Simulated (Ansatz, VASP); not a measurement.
## Two plane-wave programs on Al3BP4

```
CELL_PARAMETERS angstrom
-2.64310 2.64310 5.23140
2.64310 -2.64310 5.23140
2.64310 2.64310 -5.23140
ATOMIC_POSITIONS crystal
Al 0.50000 0.50000 0.00000
Al 0.75000 0.25000 0.50000
Al 0.25000 0.75000 0.50000
B 0.00000 0.00000 0.00000
P 0.33215 0.89528 0.00000
P 0.89528 0.33215 0.00000
P 0.66785 0.66785 0.56313
P 0.10472 0.10472 0.43687
```

Change from the starting cell: species swapped into the K3VSe4 type (I-42m, No. 121).

Alike in both runs: functional PBE; k mesh 4 × 4 × 4; occupations gaussian, width 0.2 eV; no spin polarisation.

Ansatz relaxed the structure, and its values are those at the end. VASP's run is a single point on that final structure, the one shown.

|  | VASP | Ansatz |
| --- | --- | --- |
| version | VASP 6.6.1 | Ansatz 0.2.0 |
| potentials or method | VASP PAW PBE potentials, release 64 (Al, B, P), cutoff 500 eV | scalar-relativistic, plane waves, PAW |
| valence electrons in the cell | 32 | 32 |

```csv
,VASP,Ansatz,Ansatz less VASP
gap on the k mesh at the Fermi level (eV),1.12,1.12,+0.002
least direct gap on the mesh (eV),1.12,1.12,+0.002
pressure (GPa),-0.1,0.0,+0.12
rms of the force components (eV/Å),0.023,0.023,-0.0003
```

The k mesh is coarse, so the values compare programs but aren't converged.
